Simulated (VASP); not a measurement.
# C: single point with PBEsol

The system is C.

```
C
1.0
     0.00000    1.73762    1.73762
     1.73762    0.00000    1.73762
     1.73762    1.73762    0.00000
C
2
Direct
  0.00000 0.00000 0.00000
  0.25000 0.25000 0.25000
```

* Program: VASP 6.6.1
* Task: single point
* Functional: PBEsol
* Potentials or basis: VASP PAW PBE potentials, release 64 (C)
* Cutoff: 600 eV
* k mesh: 9 × 9 × 9
* Occupations: gaussian, width 0.01 eV
* Spin: no spin polarisation

```yaml
Pressure: 34.8 GPa
Band_gap_on_the_k_mesh: 4.22 eV, indirect (least direct gap 5.75 eV)
```

Levels at points of the mesh, in eV from the valence-band top:
```tsv
k point	band 2	band 3	band 4	band 5	band 6	band 7
(0.00, 0.00, 0.00)	0.00	0.00	0.00	5.75	5.75	5.75
```

It took 6.7 s on 1 thread of Intel Xeon 8259CL, with other jobs on the host, peak memory 0.12 GiB.

Caveat: the PAW data sets were made with another functional, which shifts forces and pressure a little. A k mesh can miss the band edges.
